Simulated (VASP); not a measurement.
Wanted: the native input for a VASP 6.6.1 run.

```
Task                   : single point
Functional             : PBE
Potentials or basis    : VASP PAW PBE potentials, release 64 (Co, Si)
Cutoff                 : 520 eV
k mesh                 : 12 × 12 × 8
Occupations            : gaussian, width 0.1 eV
Spin                   : no spin polarisation
Dipole correction      : no
Further INCAR settings : ALGO = Normal; EDIFF = 1e-07; NBANDS = 23
```

The structure of Co2Si3 lies in POSCAR:

```
Co2Si3
1.0
    3.8478972070      0.0000000000      0.0000000000
   -1.9239486035      3.3323767324      0.0000000000
    0.0000000000      0.0000000000      4.6632977127
Co Si
2 3
Direct
    0.3333333333      0.6666666667      0.1572707389
    0.6666666667      0.3333333333      0.8427292611
    0.0000000000      0.0000000000      0.0000000000
    0.3333333333      0.6666666667      0.6450738873
    0.6666666667      0.3333333333      0.3549261127
```

The input as run:

INCAR

```
PREC = Accurate
ENCUT = 520
EDIFF = 1E-7
ISMEAR = 0
SIGMA = 0.1
LREAL = F
LASPH = T
NELM = 80
ALGO = Normal
ISIF = 2
LWAVE = F
LCHARG = F
GGA = PE
NBANDS = 23
```

KPOINTS

```
regular mesh
0
Gamma
  12 12 8
```

Potentials or basis: VASP PAW PBE potentials, release 64 (Co, Si).

Command:

```bash
$ cat potpaw_PBE.64/Co/POTCAR potpaw_PBE.64/Si/POTCAR > POTCAR
$ mpirun -np 1 vasp_std > vasp.out
```

It gave:

```
Pressure               : -0.1 GPa
Band gap on the k mesh : zero (band 15 reaches 12.41 eV, above the bottom of band 16 at 11.46 eV)
```

Wall time 110 s on 1 thread of AMD EPYC 9R45 96-Core Processor (Zen 5), with other jobs on the host, peak memory 0.26 GiB.
